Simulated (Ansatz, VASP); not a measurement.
## AlNi: VASP beside Ansatz

The input INCAR:

```
PREC = Accurate
ENCUT = 690
EDIFF = 1E-6
ISMEAR = -1
SIGMA = 0.05
LREAL = F
LASPH = T
NELM = 200
ALGO = Normal
ISIF = 2
LWAVE = F
LCHARG = T
ISPIN = 2
MAGMOM = 2 0
LORBIT = 11
NUPDOWN = 2.0
LMAXMIX = 4
GGA = PS
LELF = T
LVHAR = T
NBANDS = 22
GGA_COMPAT = F
```

Contents of KPOINTS:

```
regular mesh
0
Gamma
  8 8 7
```

The input POSCAR:

```
AlNi
1.0
    1.9386940000     -1.9531901500      0.0000000000
    1.9386940000      1.9531901500      0.0000000000
    0.0000000000      0.0000000000      3.0994300413
Ni Al
1 1
Direct
    0.5000000000      0.5000000000      0.5000000000
    0.0000000000      0.0000000000      0.0000000000
```

input.yaml

```yaml
crystal:
  lattice:
    - [1.938694, -1.95319015, 0.0]
    - [1.938694, 1.95319015, 0.0]
    - [0.0, 0.0, 3.0994300413]
  atoms:
    - { symbol: Ni, position: [0.5, 0.5, 0.5], spin: 2.0 }
    - { symbol: Al, position: [0.0, 0.0, 0.0] }
hamiltonian:
  xc: pbesol
  pseudopotentials: { kind: paw }
magnetization:
  spin_polarized: true
  initial_magnetization: 2.0
  spin_locking: { lock_magnetization: hard }
kpoints:
  mp_grid: { grid: [8, 8, 7] }
scf:
  occupations: { method: fermi_dirac, width: 0.05 }
  lower_state_search: "off"
output:
  forces: true
  stress: true
  eigenvalues: true
  write_density: true
  write_potential: true
  elf: true
  volumetric_format: npy
```

Alike in both runs: task single point; functional PBEsol; k mesh 8 × 8 × 7; occupations fermi-dirac, width 0.05 eV; collinear spin; fixed moment 2 μB.

|  | VASP | Ansatz |
| --- | --- | --- |
| version | VASP 6.6.1 | Ansatz 0.2.0 |
| potentials or method | VASP PAW PBE potentials, release 64 (Ni_sv_GW, Al) | Ansatz PAW |
| plane-wave cutoff (eV) | 690 | 420 |
| valence electrons in the cell | 21 | 21 |

|  | VASP | Ansatz | Ansatz less VASP |
| --- | --- | --- | --- |
| pressure (GPa) | 18.7 | 19.2 | +0.54 |
| traceless stress, the component that is largest in VASP (GPa) | -0.93 | -0.93 | +0.006 |
| net moment per atom (μB) | 1.00 | 1.00 | 0.000 |
| size of the moment on the site where the two differ most (μB) | 0.15 | 0.24 | +0.095 |

VASP's potentials were made for PBE, not for PBEsol. Site moments also hang on the region over which each program counts them. The functional is the same, so the differences come from potentials, cutoffs and numerics.
